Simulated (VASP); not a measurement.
# SnTe (Pm-3m) in VASP: further runs

Runs on SnTe. Level: HSE06. Tasks: single point.

Program: VASP 6.6.1. These are calculated values, not measurements. Logs are shortened: lines on timing, memory, paths and dates and some standing lists are left out, and cuts for length are marked.

## (1) The cell of the first run

Symmetry: Pm-3m, No. 221, cubic system. The conventional cell has a = 3.825 Å, b = 3.825 Å, c = 3.825 Å, α = 90.00°, β = 90.00°, γ = 90.00°. Within 4.4 Å of Te (site symmetry m-3m) lie 8 Sn at 3.31 Å and 6 Te at 3.82 Å. Sn (site symmetry m-3m) has 8 Te at 3.31 Å and 6 Sn at 3.82 Å within 4.4 Å.

## (2) Single point, HSE06

POSCAR reads:

```
SnTe
1.0
    3.8249898787      0.0000000000      0.0000000000
    0.0000000000      3.8249898787      0.0000000000
    0.0000000000      0.0000000000      3.8249898787
Te Sn
1 1
Direct
    0.5000000000      0.5000000000      0.5000000000
    0.0000000000      0.0000000000      0.0000000000
```

INCAR.step1 reads:

```
PREC     = Accurate       # precision mode
ENCUT    = 520            # plane-wave cutoff, eV
EDIFF    = 1E-5           # SCF threshold, eV
ISMEAR   = -1             # smearing method
SIGMA    = 0.05           # smearing width, eV
LREAL    = F              # projectors in reciprocal space
LASPH    = T              # aspherical terms in the spheres
NELM     = 100            # most SCF steps
ALGO     = Normal         # electronic algorithm
ISIF     = 2              # what is computed and relaxed
LWAVE    = T              # write WAVECAR
LCHARG   = F              # write CHGCAR
NBANDS   = 17             # bands
GGA      = PE             # functional
```

INCAR.step2 reads:

```
PREC     = Accurate       # precision mode
ENCUT    = 520            # plane-wave cutoff, eV
EDIFF    = 1E-6           # SCF threshold, eV
ISMEAR   = -1             # smearing method
SIGMA    = 0.05           # smearing width, eV
LREAL    = F              # projectors in reciprocal space
LASPH    = T              # aspherical terms in the spheres
NELM     = 100            # most SCF steps
ALGO     = Normal         # electronic algorithm
ISIF     = 2              # what is computed and relaxed
LWAVE    = F              # write WAVECAR
LCHARG   = F              # write CHGCAR
GGA      = PE             # functional
LHFCALC  = T              # exact exchange
HFSCREEN = 0.2079         # screening, 1/A
PRECFOCK = Normal       
NBANDS   = 17             # bands
ISTART   = 1
```

KPOINTS reads:

```
regular mesh
0
Gamma
  4 4 4
```

Potentials or basis: VASP PAW PBE potentials, release 64 (Te, Sn_d).

Run with:

```sh
cat potpaw_PBE.64/Te/POTCAR potpaw_PBE.64/Sn_d/POTCAR > POTCAR
cp INCAR.step1 INCAR
mpirun -np 1 vasp_std > vasp.out
cp INCAR.step2 INCAR
mpirun -np 1 vasp_std > vasp.out
```

OUTCAR:

```text
PREC = Accurate
   ENCUT = 520
   EDIFF = 1E-6
   ISMEAR = -1
   LREAL = F
   LASPH = T
   NELM = 100
   ISIF = 2
   GGA = PE
   LHFCALC = T
   HFSCREEN = 0.2079
   PRECFOCK = Normal
   ISTART = 1

 ion  position               nearest neighbor table
   1  0.500  0.500  0.500-   2 3.31   2 3.31   2 3.31   2 3.31   2 3.31   2 3.31   2 3.31   2 3.31

   2  0.000  0.000  0.000-   1 3.31   1 3.31   1 3.31   1 3.31   1 3.31   1 3.31   1 3.31   1 3.31

  LATTYP: Found a simple cubic cell.
 ALAT       =     3.8249898787

  Lattice vectors:

 A1 = (   3.8249898787,   0.0000000000,   0.0000000000)
 A2 = (   0.0000000000,   3.8249898787,   0.0000000000)
 A3 = (   0.0000000000,   0.0000000000,   3.8249898787)

Analysis of symmetry for initial positions (statically):
=====================================================================
 Subroutine PRICEL returns:
 Original cell was already a primitive cell.

 Routine SETGRP: Setting up the symmetry group for a
 simple cubic supercell.

 Subroutine GETGRP returns: Found 48 space group operations
 (whereof 48 operations were pure point group operations)
 out of a pool of 48 trial point group operations.

The static configuration has the point symmetry O_h .

Analysis of symmetry for dynamics (positions and initial velocities):
=====================================================================
 Subroutine PRICEL returns:
 Original cell was already a primitive cell.

 Routine SETGRP: Setting up the symmetry group for a
 simple cubic supercell.

 Subroutine GETGRP returns: Found 48 space group operations
 (whereof 48 operations were pure point group operations)
 out of a pool of 48 trial point group operations.

The dynamic configuration has the point symmetry O_h .

 Subroutine INISYM returns: Found 48 space group operations
 (whereof 48 operations are pure point group operations),
 and found     1 'primitive' translations

----------------------------------------------------------------------------------------

                                     Primitive cell
[... 74 lines left out ...]
   ENCUT  =  520.0 eV  38.22 Ry    6.18 a.u.   7.11  7.11  7.11*2*pi/ulx,y,z
   NELM   =    100;   NELMIN=  2; NELMDL=  0     # of ELM steps
   EDIFF  = 0.1E-05   stopping-criterion for ELM
   LREAL  =      F    real-space projection
   EDIFFG = 0.1E-04   stopping-criterion for IOM
   NSW    =      0    number of steps for IOM
   IBRION =     -1    ionic relax: 0-MD 1-quasi-New 2-CG
   NFREE  =      0    steps in history (QN), initial steepest desc. (CG)
   ISIF   =      2    stress and relaxation
   ISYM   =      3    0-nonsym 1-usesym 2-fastsym
   POTIM  = 0.5000    time-step for ionic-motion
   TEBEG  =    0.0;   TEEND  =   0.0 temperature during run
   PSTRESS=    0.0 pullay stress
   NELECT =      20.0000    total number of electrons
   NUPDOWN=      -1.0000    fix difference up-down
   EMIN   =  10.00;   EMAX   =-10.00  energy-range for DOS
   EFERMI =   0.00;   METHOD = LEGACY
   ISMEAR =    -1;   SIGMA  =   0.05  broadening in eV -4-tet -1-fermi 0-gaus
   EFERMI_NEDOS =   21; number of points for ismear=-14 and -15
   IALGO  =     38    algorithm
   IMIX   =      1    mixing-type and parameters
     AMIX     =   0.40;   BMIX     =  1.00
     AMIX_MAG =   1.60;   BMIX_MAG =  1.00
  volume/ion in A,a.u.               =      27.98       188.82
  Fermi-wavevector in a.u.,A,eV,Ry     =   1.161773  2.195432 18.364002  1.349716
  Thomas-Fermi vector in A             =   2.298341
   LORBIT       =      0    0 simple, 1 ext, 2 COOP (PROOUT), +10 PAW based schemes
   GGA     = PE    functional components
   LHFCALC =     T    Hartree Fock is set to
   PRECFOCK=normal    Normal, Fast or Accurate (Low or Medium for compatibility)
   ENCUT4O =  -1.0   cutoff for four orbital integrals eV
   NKREDX  =     1    reduce k-point grid by
   NKREDY  =     1    reduce k-point grid by
   NKREDZ  =     1    reduce k-point grid by
   AEXX    =    0.2500 exact exchange contribution
   HFSCREEN=    0.2079 screening length (either q_TF or 0.3 A-1)
   HFSCREENC=   0.2079 screening length for correlation (either q_TF or 0.3 A-1)
   ENCUTFOCK=  -1.0 apply spherical cutoff to Coloumb kernel
   IVDW    =     0    specifies the selected vdW correction
   LEPSILON=     F    determine dielectric tensor
   LRPA    =     F    only Hartree local field effects (RPA)
 non-spin polarized calculation
  energy-cutoff  :      520.00
  volume of cell :       55.96
 maximum number of plane-waves:      1528
  NGX = 24; NGY = 24; NGZ = 24

 number of electron      19.9999990 magnetization

 Free energy of the ion-electron system (eV)
  ---------------------------------------------------
  ext. energy  EPLUGINS =         0.00000000
  ---------------------------------------------------
  free energy    TOTEN  =        -8.28228890 eV

  energy without entropy =       -8.25620118  energy(sigma->0) =       -8.26924504

 E-fermi :   7.5819     XC(G=0):  -8.4232

 val. band max:        7.5558819568   @ k =   0.5000   0.2500   0.2500
 cond. band min:       7.9576882944   @ k =   0.5000   0.5000   0.0000
 fundamental gap:      0.4018063376
 Fermi energy:         7.5818742341

 k-point     1 :       0.0000    0.0000    0.0000
  band No.  band energies     occupation
      1     -16.2916      2.00000
      2     -16.2916      2.00000
      3     -16.2481      2.00000
      4     -16.2481      2.00000
      5     -16.2481      2.00000
      6      -6.5007      2.00000
[... 177 lines left out ...]
      4     -16.2268      2.00000
      5     -16.2268      2.00000
      6      -3.2528      2.00000
[... 9 lines left out ...]
     16      23.4244      0.00000
     17      24.6122      0.00000

------------------------ aborting loop because EDIFF is reached ----------------------------------------

  FORCE on cell =-STRESS in cart. coord.  units (eV):
  Direction    XX          YY          ZZ          XY          YZ          ZX
  --------------------------------------------------------------------------------------
  -------------------------------------------------------------------------------------
  Total        0.5002967      0.5002967      0.5002967      0.0000000      0.0000000      0.0000000
  in kB       14.3234392     14.3234392     14.3234392      0.0000000      0.0000000      0.0000000
  external PRESSURE =      14.3234392 kB  Pullay stress =       0.0000000 kB

 VOLUME and BASIS-vectors are now :
 -----------------------------------------------------------------------------
  energy-cutoff  :      520.00
  volume of cell :       55.96
      direct lattice vectors                 reciprocal lattice vectors
     3.824989879  0.000000000  0.000000000     0.261438600  0.000000000  0.000000000
     0.000000000  3.824989879  0.000000000     0.000000000  0.261438600  0.000000000
     0.000000000  0.000000000  3.824989879     0.000000000  0.000000000  0.261438600

 POSITION                                       TOTAL-FORCE (eV/Angst)
 -----------------------------------------------------------------------------------
      1.91249      1.91249      1.91249         0.000000      0.000000      0.000000
      0.00000      0.00000      0.00000         0.000000      0.000000      0.000000
 -----------------------------------------------------------------------------------
    total drift:                                0.000001      0.000000      0.000001

  FREE ENERGIE OF THE ION-ELECTRON SYSTEM (eV)
  ---------------------------------------------------
  free  energy   TOTEN  =        -8.2822888986 eV

  energy  without entropy=       -8.2562011826  energy(sigma->0) =       -8.26924504
```

OUTCAR.step1:

```text
PREC = Accurate
   ENCUT = 520
   EDIFF = 1E-5
   ISMEAR = -1
   LREAL = F
[... 405 lines left out ...]
      1.91249      1.91249      1.91249         0.000000      0.000000      0.000000
      0.00000      0.00000      0.00000         0.000000      0.000000      0.000000
 -----------------------------------------------------------------------------------
    total drift:                               -0.000000      0.000000     -0.000000

  FREE ENERGIE OF THE ION-ELECTRON SYSTEM (eV)
  ---------------------------------------------------
  free  energy   TOTEN  =        -6.8990536025 eV

  energy  without entropy=       -6.8786845074  energy(sigma->0) =       -6.88886905
```

OSZICAR.step1:

```text
N       E                     dE             d eps       ncg     rms          rms(c)
DAV:   1     0.127722580783E+03    0.12772E+03   -0.95801E+03   349   0.141E+03
DAV:   2     0.450997699964E+01   -0.12321E+03   -0.11971E+03   364   0.348E+02
DAV:   3    -0.664572156215E+01   -0.11156E+02   -0.11009E+02   403   0.893E+01
DAV:   4    -0.694552622374E+01   -0.29980E+00   -0.29940E+00   396   0.150E+01
DAV:   5    -0.695705425129E+01   -0.11528E-01   -0.11528E-01   504   0.295E+00    0.456E+00
DAV:   6    -0.690265633985E+01    0.54398E-01   -0.19101E-01   458   0.305E+00    0.291E+00
DAV:   7    -0.689909367780E+01    0.35627E-02   -0.18076E-02   391   0.842E-01    0.155E+00
DAV:   8    -0.689935140259E+01   -0.25772E-03   -0.51705E-03   393   0.350E-01    0.266E-01
DAV:   9    -0.689907342652E+01    0.27798E-03   -0.53573E-04   464   0.137E-01    0.157E-01
DAV:  10    -0.689905144716E+01    0.21979E-04   -0.17186E-04   384   0.607E-02    0.998E-03
DAV:  11    -0.689905360253E+01   -0.21554E-05   -0.14045E-05   334   0.184E-02
   1 F= -.68990536E+01 E0= -.68888691E+01  d E =-.203691E-01
```

It took 10 min on 1 thread of Intel Xeon 6975P-C (Granite Rapids), shared host; peak memory 0.28 GiB.

Results:

- Free energy: -8.2823 eV
- Pressure: 1.4 GPa
- Band gap on the k mesh: zero (band 10 reaches 7.97 eV, above the bottom of band 11 at 6.14 eV)

Caveat: the k points lie up to 0.41 Å⁻¹ apart; the PAW data sets were made with another functional, which shifts forces and pressure a little; spin-orbit coupling is left out, which moves the levels of the heavy elements.

## (3) Single point, HSE06

This run uses another cell than the first one, of 28.58 Å³/atom, 1.021 times its volume.

POSCAR reads:

```
SnTe
1.0
    3.8519273147      0.0000000000      0.0000000000
    0.0000000000      3.8519273147      0.0000000000
    0.0000000000      0.0000000000      3.8519273147
Te Sn
1 1
Direct
    0.5000000000      0.5000000000      0.5000000000
    0.0000000000      0.0000000000      0.0000000000
```

INCAR.step1 reads:

```
SYSTEM = SnTe
ALGO = Normal
EDIFF = 1E-5
ENCUT = 520
GGA = PE
ISIF = 2
ISMEAR = -1
LASPH = .True.
LCHARG = .False.
LREAL = .False.
LWAVE = .True.
NBANDS = 17
NELM = 80
PREC = Accurate
SIGMA = 0.05
```

INCAR.step2 reads:

```
SYSTEM = SnTe
ALGO = Normal
EDIFF = 1E-6
ENCUT = 520
GGA = PE
HFSCREEN = 0.2079
ISIF = 2
ISMEAR = -1
ISTART = 1
LASPH = .True.
LCHARG = .False.
LHFCALC = .True.
LREAL = .False.
LWAVE = .False.
NBANDS = 17
NELM = 80
PREC = Accurate
PRECFOCK = Normal
SIGMA = 0.05
```

KPOINTS reads:

```
k-points
0
Gamma
  4 4 4
  0 0 0
```

Potentials or basis: VASP PAW PBE potentials, release 64 (Te, Sn_d).

Run with:

```sh
cat potpaw_PBE.64/Te/POTCAR potpaw_PBE.64/Sn_d/POTCAR > POTCAR
cp INCAR.step1 INCAR
mpirun -np 1 vasp_std > vasp.out
cp INCAR.step2 INCAR
mpirun -np 1 vasp_std > vasp.out
```

OUTCAR:

```text
SYSTEM = SnTe
   EDIFF = 1E-6
   ENCUT = 520
   GGA = PE
   HFSCREEN = 0.2079
   ISIF = 2
   ISMEAR = -1
   ISTART = 1
   LASPH = .True.
   LHFCALC = .True.
   LREAL = .False.
   NELM = 80
   PREC = Accurate
   PRECFOCK = Normal

 ion  position               nearest neighbor table
   1  0.500  0.500  0.500-   2 3.34   2 3.34   2 3.34   2 3.34   2 3.34   2 3.34   2 3.34   2 3.34

   2  0.000  0.000  0.000-   1 3.34   1 3.34   1 3.34   1 3.34   1 3.34   1 3.34   1 3.34   1 3.34

  LATTYP: Found a simple cubic cell.
 ALAT       =     3.8519273147

  Lattice vectors:

 A1 = (   3.8519273147,   0.0000000000,   0.0000000000)
 A2 = (   0.0000000000,   3.8519273147,   0.0000000000)
 A3 = (   0.0000000000,   0.0000000000,   3.8519273147)

Analysis of symmetry for initial positions (statically):
=====================================================================
 Subroutine PRICEL returns:
 Original cell was already a primitive cell.

 Routine SETGRP: Setting up the symmetry group for a
 simple cubic supercell.

[... 154 lines left out ...]
  ---------------------------------------------------
  free energy    TOTEN  =        -8.28972334 eV

  energy without entropy =       -8.26484076  energy(sigma->0) =       -8.27728205

 E-fermi :   7.3445     XC(G=0):  -8.3466

 val. band max:        7.3370152651   @ k =   0.5000   0.2500   0.2500
 cond. band min:       7.6223946704   @ k =   0.5000   0.0000   0.0000
 fundamental gap:      0.2853794052
 Fermi energy:         7.3445023242

 k-point     1 :       0.0000    0.0000    0.0000
  band No.  band energies     occupation
      1     -16.6054      2.00000
      2     -16.6054      2.00000
      3     -16.5645      2.00000
      4     -16.5645      2.00000
      5     -16.5645      2.00000
      6      -6.5850      2.00000
[... 177 lines left out ...]
      4     -16.5458      2.00000
      5     -16.5458      2.00000
      6      -3.4654      2.00000
[... 9 lines left out ...]
     16      22.9101      0.00000
     17      24.1163      0.00000

------------------------ aborting loop because EDIFF is reached ----------------------------------------

  FORCE on cell =-STRESS in cart. coord.  units (eV):
  Direction    XX          YY          ZZ          XY          YZ          ZX
  --------------------------------------------------------------------------------------
  -------------------------------------------------------------------------------------
  Total        0.1910335      0.1910335      0.1910335     -0.0000000     -0.0000000      0.0000000
  in kB        5.3553245      5.3553245      5.3553245     -0.0000000     -0.0000000      0.0000000
  external PRESSURE =       5.3553245 kB  Pullay stress =       0.0000000 kB

 VOLUME and BASIS-vectors are now :
 -----------------------------------------------------------------------------
  energy-cutoff  :      520.00
  volume of cell :       57.15
      direct lattice vectors                 reciprocal lattice vectors
     3.851927315  0.000000000  0.000000000     0.259610299  0.000000000  0.000000000
     0.000000000  3.851927315  0.000000000     0.000000000  0.259610299  0.000000000
     0.000000000  0.000000000  3.851927315     0.000000000  0.000000000  0.259610299

 POSITION                                       TOTAL-FORCE (eV/Angst)
 -----------------------------------------------------------------------------------
      1.92596      1.92596      1.92596         0.000000      0.000000      0.000000
      0.00000      0.00000      0.00000         0.000000      0.000000      0.000000
 -----------------------------------------------------------------------------------
    total drift:                               -0.000001     -0.000001     -0.000000

  FREE ENERGIE OF THE ION-ELECTRON SYSTEM (eV)
  ---------------------------------------------------
  free  energy   TOTEN  =        -8.2897233370 eV

  energy  without entropy=       -8.2648407623  energy(sigma->0) =       -8.27728205
```

OSZICAR.step1:

```text
N       E                     dE             d eps       ncg     rms          rms(c)
DAV:   1     0.120153541896E+03    0.12015E+03   -0.94556E+03   356   0.140E+03
DAV:   2     0.313522900807E+01   -0.11702E+03   -0.11345E+03   372   0.321E+02
DAV:   3    -0.670808085604E+01   -0.98433E+01   -0.97784E+01   419   0.837E+01
DAV:   4    -0.697658949864E+01   -0.26851E+00   -0.26816E+00   413   0.143E+01
DAV:   5    -0.698822625879E+01   -0.11637E-01   -0.11636E-01   496   0.290E+00    0.437E+00
DAV:   6    -0.691767387736E+01    0.70552E-01   -0.23861E-01   457   0.327E+00    0.282E+00
DAV:   7    -0.691294416722E+01    0.47297E-02   -0.23277E-02   409   0.964E-01    0.154E+00
DAV:   8    -0.691316100261E+01   -0.21684E-03   -0.53465E-03   408   0.373E-01    0.280E-01
DAV:   9    -0.691291003612E+01    0.25097E-03   -0.56390E-04   497   0.140E-01    0.158E-01
DAV:  10    -0.691291929397E+01   -0.92578E-05   -0.93562E-05   384   0.649E-02
   1 F= -.69129193E+01 E0= -.69015707E+01  d E =-.226972E-01
```

Run time: 8.8 min. Hardware: 1 thread of Intel Xeon 6975P-C (Granite Rapids), shared host; peak memory 0.28 GiB.

What came out:

| Item | Value |
| --- | --- |
| Free energy | -8.2897 eV |
| Pressure | 0.5 GPa |
| Band gap on the k mesh | zero (band 10 reaches 7.69 eV, above the bottom of band 11 at 5.95 eV) |

Levels at points of the mesh, in eV from the Fermi level:
| k point | band 8 | band 9 | band 10 | band 11 | band 12 | band 13 |
| --- | --- | --- | --- | --- | --- | --- |
| (0.00, 0.00, 0.00) | -2.12 | -2.12 | -2.12 | 3.94 | 3.94 | 6.43 |
| (0.50, 0.00, 0.00) | -0.38 | -0.38 | 0.28 | 0.53 | 2.61 | 2.61 |
| (0.50, 0.50, 0.00) | -5.64 | -5.64 | 0.34 | 4.09 | 4.59 | 4.59 |
| (0.50, 0.50, 0.50) | -3.41 | -3.41 | -3.41 | -1.40 | -1.40 | -1.40 |

Caveat: the k points lie up to 0.41 Å⁻¹ apart; the PAW data sets were made with another functional, which shifts forces and pressure a little; spin-orbit coupling is left out, which moves the levels of the heavy elements.
